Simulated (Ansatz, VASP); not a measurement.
# Two plane-wave programs on RbBr

The input INCAR:

```
SYSTEM = RbBr
ALGO     = Normal         ! electronic algorithm
EDIFF    = 1E-6           ! SCF threshold, eV
ENCUT    = 520            ! plane-wave cutoff, eV
GGA      = PE             ! functional
ISIF     = 2              ! what is computed and relaxed
ISMEAR   = 0              ! smearing method
LASPH    = .True.         ! aspherical terms in the spheres
LCHARG   = .False.        ! write CHGCAR
LREAL    = .False.        ! projectors in reciprocal space
LWAVE    = .False.        ! write WAVECAR
NBANDS   = 24             ! bands
NELM     = 60             ! most SCF steps
PREC     = Accurate       ! precision mode
SIGMA    = 0.01           ! smearing width, eV
```

KPOINTS

```
k-points
0
Gamma
  6 6 4
  0 0 0
```

Contents of POSCAR:

```
RbBr
1.0
    5.8901389857      0.0000000000      0.0000000000
   -2.9450694929      5.1010099934      0.0000000000
    0.0000000000      0.0000000000      6.8703326266
Rb Br
2 2
Direct
    0.3333333333      0.6666666667     -0.0625000000
    0.6666666667      0.3333333333      0.4375000000
    0.3333333333      0.6666666667      0.4375000000
    0.6666666667      0.3333333333      0.9375000000
```

Input for Ansatz:

```yaml
crystal:
  lattice:
    - [5.8901389857, 0.0, 0.0]
    - [-2.9450694929, 5.1010099934, 0.0]
    - [0.0, 0.0, 6.8703326266]
  atoms:
    - { symbol: Rb, position: [0.3333333333, 0.6666666667, -0.0625] }
    - { symbol: Rb, position: [0.6666666667, 0.3333333333, 0.4375] }
    - { symbol: Br, position: [0.3333333333, 0.6666666667, 0.4375] }
    - { symbol: Br, position: [0.6666666667, 0.3333333333, 0.9375] }
kpoints:
  mp_grid: { grid: [6, 6, 4] }
  band_path:
    path:
      - [0.0, 0.0, 0.0]
      - [0.5, 0.0, 0.0]
      - [0.3333333333, 0.3333333333, 0.0]
      - [0.0, 0.0, 0.5]
      - [0.5, 0.0, 0.5]
      - [0.3333333333, 0.3333333333, 0.5]
    npoints: 1
hamiltonian:
  xc: pbe
scf:
  occupations: { method: fixed }
  n_extra_bands: 5
output:
  forces: true
  stress: true
  eigenvalues: true
```

Alike in both runs: task single point; functional PBE; k mesh 6 × 6 × 4; no spin polarisation.

|  | VASP | Ansatz |
| --- | --- | --- |
| version | VASP 6.6.1 | Ansatz 0.2.0 |
| potentials or method | VASP PAW PBE potentials, release 64 (Rb_sv, Br) | plane waves, PAW |
| plane-wave cutoff (eV) | 520 | 420 |
| occupations | gaussian, width 0.01 eV | fixed |
| valence electrons in the cell | 32 | 32 |

|  | VASP | Ansatz | Ansatz less VASP |
| --- | --- | --- | --- |
| gap on the k mesh at the Fermi level (eV) | 4.06 | 4.06 | +0.002 |
| pressure (GPa) | 0.3 | 0.3 | -0.02 |
| traceless stress, the component that is largest in VASP (GPa) | 0.09 | 0.09 | -0.003 |
